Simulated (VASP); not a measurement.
Ru: single point with PBE+D3(BJ)

Crystal: Ru.

```
CELL_PARAMETERS angstrom
2.69759 0.00000 0.00000
-1.34880 2.33619 0.00000
0.00000 0.00000 4.26582
ATOMIC_POSITIONS crystal
Ru 0.33333 0.66667 0.25000
Ru 0.66667 0.33333 0.75000
```

```json
{
 "Program": "VASP 6.6.1",
 "Task": "single point",
 "Functional": "PBE",
 "Dispersion": "D3(BJ)",
 "Potentials or basis": "VASP PAW PBE potentials, release 64 (Ru_pv)",
 "Cutoff": "520 eV",
 "k mesh": "18 × 18 × 10",
 "Occupations": "gaussian, width 0.1 eV",
 "Spin": "no spin polarisation",
 "Dipole correction": "no",
 "Further INCAR settings": "ALGO = Fast; EDIFF = 1e-07; NBANDS = 21"
}
```

* Pressure: 0.0 GPa
* Band gap on the k mesh: zero (band 14 reaches 14.53 eV, above the bottom of band 15 at 11.36 eV)
* Dispersion energy per atom: -0.631 eV

Levels at points of the mesh, in eV from the Fermi level:
```
           k point  band 11  band 12  band 13  band 14  band 15  band 16  band 17  band 18
(0.00, 0.00, 0.00)    -2.44    -1.93    -1.93    -1.41    -1.41     1.21     1.21     1.32
(0.50, 0.00, 0.00)    -2.09    -1.80    -1.53     1.45     1.88     1.96     4.13     6.21
(0.00, 0.00, 0.50)    -2.80    -2.80    -2.73    -2.73     0.56     0.56     0.56     0.56
(0.50, 0.00, 0.50)    -1.07    -1.07     0.46     0.46     1.71     1.71     3.44     3.44
```

Run time: 80 s on 1 thread of Intel(R) Xeon(R) 6975P-C (Granite Rapids), on a shared host, peak memory 0.22 GiB.

Caveat: pairwise dispersion overbinds metals, which lowers pressure and volume.
